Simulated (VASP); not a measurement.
KBr, 4 atoms in the cell. The structure is hexagonal, space group P6_3/mmc (No. 194). Conventional cell: a = 5.728 Å, b = 5.728 Å, c = 6.682 Å, α = 90.00°, β = 90.00°, γ = 120.00°. Within 4.3 Å of K (site symmetry -6m2) lie 5 Br at 3.31 to 3.34 Å. Br (site symmetry -6m2) has 5 K at 3.31 to 3.34 Å within 4.3 Å.  This cell differs from its parent crystal: volume changed by +6%.

```yaml
Program: VASP 6.6.1
Task: single point
Functional: r2SCAN
Potentials_or_basis: VASP PAW PBE potentials, release 64 (K_sv, Br)
Cutoff: 520 eV
k_mesh: 6 × 6 × 4
Occupations: gaussian, width 0.01 eV
Spin: no spin polarisation
Dipole_correction: no
Further_INCAR_settings: ALGO = Normal; EDIFF = 1e-06; NBANDS = 24
```

Potentials or basis: VASP PAW PBE potentials, release 64 (K_sv, Br).

Launch:

```bash
$ cat potpaw_PBE.64/K_sv/POTCAR potpaw_PBE.64/Br/POTCAR > POTCAR
$ cp INCAR.step1 INCAR
$ mpirun -np 1 vasp_std > vasp.out
$ cp INCAR.step2 INCAR
$ mpirun -np 1 vasp_std > vasp.out
```

Hardware: 1 thread of Intel(R) Xeon(R) Platinum 8375C CPU @ 2.90GHz (Ice Lake) (shared host).

Problem. How long does it take, and how much memory?

Solution. Wall time 4.9 min on 1 thread of Intel(R) Xeon(R) Platinum 8375C CPU @ 2.90GHz (Ice Lake) (shared host), peak memory 0.41 GiB. Counts: k points 21.
